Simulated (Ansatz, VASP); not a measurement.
One calculation of Ag, two programs

Contents of INCAR:

```
SYSTEM = Ag
PREC = Accurate
ENCUT = 520
EDIFF = 1E-8
ISMEAR = -1
SIGMA = 0.08
LREAL = .FALSE.
LASPH = .TRUE.
NELM = 60
ALGO = Normal
ISIF = 2
LWAVE = .FALSE.
LCHARG = .FALSE.
GGA = PE
LEFG = .TRUE.
NBANDS = 30
```

The input KPOINTS:

```
Automatic mesh
0
G
  14 14 4
  0 0 0
```

File POSCAR:

```
Ag
1.0
    2.8957876797      0.0000000000      0.0000000000
   -1.4478938399      2.5078256947      0.0000000000
    0.0000000000      0.0000000000     10.0332228354
Ag
4
Direct
    0.3333333333      0.6666666667      0.2500000000
    0.6666666667      0.3333333333      0.7500000000
    0.0000000000      0.0000000000      0.0000000000
    0.0000000000      0.0000000000      0.5000000000
```

Input for Ansatz:

```yaml
crystal:
  lattice:
    - [2.8957876797, 0.0, 0.0]
    - [-1.4478938399, 2.5078256947, 0.0]
    - [0.0, 0.0, 10.0332228354]
  atoms:
    - { symbol: Ag, position: [0.3333333333, 0.6666666667, 0.25] }
    - { symbol: Ag, position: [0.6666666667, 0.3333333333, 0.75] }
    - { symbol: Ag, position: [0.0, 0.0, 0.0] }
    - { symbol: Ag, position: [0.0, 0.0, 0.5] }
kpoints:
  mp_grid: { grid: [14, 14, 4] }
scf:
  occupations: { method: fermi_dirac, width: 0.08 }
hamiltonian:
  xc: pbe
  pseudopotentials: { kind: all_electron, datasets: crystal }
output:
  forces: true
  stress: true
  eigenvalues: true
  efg: { contact_densities: true }
```

Change from the starting cell: volume scaled by 1.01, crystal datasets.

Alike in both runs: task electric field gradients; functional PBE; k mesh 14 × 14 × 4; occupations fermi-dirac, width 0.08 eV; no spin polarisation.

|  | VASP | Ansatz |
| --- | --- | --- |
| version | VASP 6.6.1 | Ansatz 0.2.0 |
| potentials or method | VASP PAW PBE potentials, release 64 (Ag), cutoff 520 eV | all-electron PAW with datasets made for the crystal, scalar-relativistic |

VASP gave:

* pressure (GPa): -1.3
* traceless stress, the component that is largest in VASP (GPa): -3.10
* size of Vzz on the site where it differs most (V/Å²): 9.1

What did Ansatz give for the same quantities?

Pressure (GPa): -1.2; traceless stress, the component that is largest in VASP (GPa): -3.12; size of Vzz on the site where it differs most (V/Å²): 4.0.

Ansatz ran all-electron here, and VASP with PAW potentials.
